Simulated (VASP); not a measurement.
A run of VASP 6.6.1:

Contents of INCAR:

```
ALGO = Normal ; EDIFF = 1E-7
ENCUT = 520 ; GGA = PS
ISIF = 2 ; ISMEAR = -1
LASPH = True ; LCHARG = True
LELF = True ; LREAL = Auto
LVHAR = True ; LWAVE = False
NBANDS = 120 ; NELM = 80
PREC = Accurate ; SIGMA = 0.05
```

Contents of KPOINTS:

```
k-points
0
Gamma
  1 1 1
```

The input POSCAR:

```
CSO
1.0
    9.2707840000      0.0000000000      0.0000000000
    0.0000000000      9.2707840000      0.0000000000
    0.0000000000      0.0000000000      9.2707840000
O C S
12 12 12
Direct
    0.0531993842      0.3366381959      0.2302502140
    0.7778414425     -0.0446132711      0.3803238216
    0.4205901033      0.1455648195      0.6173372177
    0.6003160035      0.8227243780      0.6232159006
    0.1094405824      1.0638150991      0.3870222842
    0.6630291462      0.7432165392      0.0694008187
    0.3927499551      0.5033662741      0.5402024252
    0.6491360385      0.4573291752      0.7614027034
    0.1029362781      0.1560062234      0.9135365466
    0.5677513358      0.4716753189      0.2967710174
   -0.1244123474      0.6997358584      0.2144694559
    0.6954212287      0.2279526737      0.5100431636
    0.0556263634      0.3792775239      0.3531200813
    0.7889192543      0.0414096586      0.2873435515
    0.4400598698      0.1740305890      0.7396353965
    0.7135966063      0.7803439278      0.6588331688
    0.1485527006      0.9791189181      0.4730344273
    0.5760030651      0.8264133864      0.1109399162
    0.3765161609      0.5467930220      0.6564493359
    0.7470134133      0.4582783937      0.8456458483
    0.1269256192      0.0344415316      0.9245712121
    0.4974552314      0.3694509547      0.2803430648
   -0.0009600051      0.6926490791      0.2400120637
    0.7572390857      0.1798876988      0.6115124676
    0.0385404298      0.4095662244      0.5203443420
    0.8075692412      0.1528026109      0.1577320753
    0.4756124185      0.1900702249      0.9009270413
    0.8672405699      0.7146644771      0.6769977598
    0.1991633070      0.8579964758      0.5688947127
    0.4575988395      0.9313128210      0.1683784241
    0.3434876705      0.5735329396      0.8179890719
    0.8649969625      0.4712007097      0.9670487415
    0.1601806277     -0.1309490114      0.9451304226
    0.3987796501      0.2400336369      0.2749929240
    0.1614750166      0.7108999627      0.2954982017
    0.8204591974      0.1158585941      0.7504543305
```

Potentials or basis: VASP PAW PBE potentials, release 64 (O, C, S).

Launch:

```bash
$ cat potpaw_PBE.64/O/POTCAR potpaw_PBE.64/C/POTCAR potpaw_PBE.64/S/POTCAR > POTCAR
$ mpirun -np 1 vasp_gam > vasp.out
```

Hardware: 1 thread of Intel(R) Xeon(R) Platinum 8375C CPU @ 2.90GHz (Ice Lake), with other jobs on the host.

Problem. How long does it take, and how much memory?

Solution. Run time: 2.7 min on 1 thread of Intel(R) Xeon(R) Platinum 8375C CPU @ 2.90GHz (Ice Lake), on a shared host, peak memory 0.7 GiB. Counts: scf iterations 21, k points 1.
